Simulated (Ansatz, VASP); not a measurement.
# Si3C in VASP and in Ansatz

File INCAR:

```
PREC = Accurate ; ENCUT = 600
EDIFF = 1E-6 ; ISMEAR = 0
SIGMA = 0.1 ; LREAL = F
LASPH = T ; NELM = 80
ALGO = Normal ; ISIF = 3
LWAVE = F ; LCHARG = F
GGA = PE ; IBRION = 2
NSW = 100 ; EDIFFG = -0.01
```

File KPOINTS:

```
Automatic mesh
0
Gamma
  18 18 6
```

Contents of POSCAR:

```
Si3C
1.0
    2.7999090593      0.0000000000      0.0000000000
   -1.3999545297      2.4247923737      0.0000000000
    0.0000000000      0.0000000000      7.6505447682
Si C
3 1
Direct
    0.3333333333      0.6666666667      0.0000000000
    0.6666666667      0.3333333333      0.3418246798
    0.6666666667      0.3333333333      0.6581753202
    0.3333333333      0.6666666667      0.5000000000
```

Input for Ansatz:

```yaml
crystal:
  lattice:
    - [2.7999090593, 0.0, 0.0]
    - [-1.3999545297, 2.4247923737, 0.0]
    - [0.0, 0.0, 7.6505447682]
  atoms:
    - { symbol: Si, position: [0.3333333333, 0.6666666667, 0.0] }
    - { symbol: Si, position: [0.6666666667, 0.3333333333, 0.3418246798] }
    - { symbol: Si, position: [0.6666666667, 0.3333333333, 0.6581753202] }
    - { symbol: C, position: [0.3333333333, 0.6666666667, 0.5] }
basis:
  ecutwfc: 420
kpoints:
  mp_grid: { grid: [18, 18, 6] }
hamiltonian:
  xc: pbe
scf:
  occupations: { method: gaussian, width: 0.1 }
output:
  forces: true
  stress: true
  eigenvalues: true
relax:
  adjacent_minimum: "off"
  f_tol: 0.01
  max_steps: 80
  cell: { stress_tol: 0.05 }
```

Alike in both runs: task relaxation of cell and atoms; functional PBE; k mesh 18 × 18 × 6; occupations gaussian, width 0.1 eV; no spin polarisation.

|  | VASP | Ansatz |
| --- | --- | --- |
| version | VASP 6.6.1 | Ansatz 0.2.0 |
| potentials or method | VASP PAW PBE potentials, release 64 (Si, C), cutoff 600 eV | scalar-relativistic, plane waves, PAW |
| valence electrons in the cell | 16 | 16 |

```csv
,VASP,Ansatz,Ansatz less VASP
"gap on the k mesh at the Fermi level, each at its own relaxed structure (eV)",none,none,-
relaxed volume (Å³/atom),12.01,12.01,+0.001
relaxed cell length with the largest relative difference (Å),6.653,6.655,+0.0020
```

A gap of «none» marks a metal or a gap that the smearing closes.
